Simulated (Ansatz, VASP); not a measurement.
# Two plane-wave programs on SnO2

INCAR

```
  ALGO = Normal
  EDIFF = 1E-6
  ENCUT = 520
  GGA = PE
  ISIF = 2
  ISMEAR = 0
  LASPH = True
  LCHARG = True
  LELF = True
  LREAL = False
  LVHAR = True
  LWAVE = False
  NBANDS = 35
  NELM = 60
  PREC = Accurate
  SIGMA = 0.01
```

Contents of KPOINTS:

```
k-points
0
Gamma
  4 4 6
```

File POSCAR:

```
SnO2
1.0
    4.7062003841      0.0000000000      0.0000000000
    0.0000000000      4.7062003841      0.0000000000
    0.0000000000      0.0000000000      3.1651134496
Sn O
2 4
Direct
    0.0000000000      0.0000000000      0.0000000000
    0.5000000000      0.5000000000      0.5000000000
    0.3071000000      0.3071000000      0.0000000000
    0.1929000000      0.8071000000      0.5000000000
    0.6929000000      0.6929000000      0.0000000000
    0.8071000000      0.1929000000      0.5000000000
```

Input for Ansatz:

```yaml
crystal:
  lattice:
    - [4.706200384140976, 0.0, 0.0]
    - [0.0, 4.706200384140976, 0.0]
    - [0.0, 0.0, 3.1651134495705397]
  atoms:
    - { symbol: Sn, position: [0.0, 0.0, 0.0] }
    - { symbol: Sn, position: [0.5, 0.5, 0.5] }
    - { symbol: O, position: [0.3071, 0.3071, 0.0] }
    - { symbol: O, position: [0.1929, 0.8071, 0.5] }
    - { symbol: O, position: [0.6929, 0.6929, 0.0] }
    - { symbol: O, position: [0.8071, 0.1929, 0.5] }
basis:
  ecutwfc: 517.016338673772
kpoints:
  mp_grid:
    grid: [4, 4, 6]
hamiltonian:
  xc: pbe
scf:
  occupations:
    method: fixed
output:
  stress: true
```

Alike in both runs: task single point; functional PBE; k mesh 4 × 4 × 6; no spin polarisation.

|  | VASP | Ansatz |
| --- | --- | --- |
| version | VASP 6.6.1 | Ansatz 0.2.0 |
| potentials or method | VASP PAW PBE potentials, release 64 (Sn_d, O), cutoff 520 eV | plane waves, PAW |
| occupations | gaussian, width 0.01 eV | fixed |
| valence electrons in the cell | 52 | 52 |

```csv
,VASP,Ansatz,Ansatz less VASP
pressure (GPa),16.7,16.0,-0.73
"traceless stress, the component that is largest in VASP (GPa)",3.20,2.94,-0.263
```
